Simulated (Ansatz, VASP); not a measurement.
## Two plane-wave programs on Fe

The input INCAR:

```
  ALGO = Normal
  EDIFF = 1E-6
  ENCUT = 520
  GGA = PS
  ISIF = 2
  ISMEAR = 0
  ISPIN = 2
  LASPH = True
  LCHARG = True
  LELF = True
  LMAXMIX = 4
  LORBIT = 11
  LREAL = False
  LVHAR = True
  LWAVE = False
  MAGMOM = 2.32
  NBANDS = 14
  NELM = 150
  PREC = Accurate
  SIGMA = 0.1
```

Contents of KPOINTS:

```
k-points
0
Gamma
  20 20 20
```

The input POSCAR:

```
Fe
1.0
   -1.4202220076      1.4202220076      1.4202220076
    1.4202220076     -1.4202220076      1.4202220076
    1.4202220076      1.4202220076     -1.4202220076
Fe
1
Direct
    0.0000000000      0.0000000000      0.0000000000
```

Input for Ansatz:

```yaml
crystal:
  lattice:
    - [-1.4202220076, 1.4202220076, 1.4202220076]
    - [1.4202220076, -1.4202220076, 1.4202220076]
    - [1.4202220076, 1.4202220076, -1.4202220076]
  atoms:
    - { symbol: Fe, position: [0.0, 0.0, 0.0], spin: 2.32 }
basis:
  ecutwfc: 420
kpoints:
  mp_grid: { grid: [20, 20, 20] }
hamiltonian:
  xc: pbesol
scf:
  occupations: { method: gaussian, width: 0.1 }
output:
  forces: true
  stress: true
  eigenvalues: true
  populations: true
magnetization:
  spin_polarized: true
```

Alike in both runs: task single point; functional PBEsol; k mesh 20 × 20 × 20; occupations gaussian, width 0.1 eV; collinear spin.

|  | VASP | Ansatz |
| --- | --- | --- |
| version | VASP 6.6.1 | Ansatz 0.2.0 |
| potentials or method | VASP PAW PBE potentials, release 64 (Fe), cutoff 520 eV | scalar-relativistic, plane waves, PAW |
| valence electrons in the cell | 8 | 16 |

|  | VASP | Ansatz | Ansatz less VASP |
| --- | --- | --- | --- |
| gap on the k mesh at the Fermi level (eV) | none | none | - |
| pressure (GPa) | -10.5 | -10.9 | -0.34 |
| net moment per atom (μB) | 2.22 | 2.20 | -0.021 |
| size of the moment on the site where the two differ most (μB) | 2.21 | 2.23 | +0.026 |

VASP's potentials were made for PBE, not for PBEsol. Site moments also hang on the region over which each program counts them. A gap of «none» marks a metal or a gap that the smearing closes. With one functional, cell and mesh, what is left measures potentials, basis and numerics. VASP's potentials hold 8 valence electrons a cell and Ansatz's 16, so a difference there can come from the potentials and not from the codes.
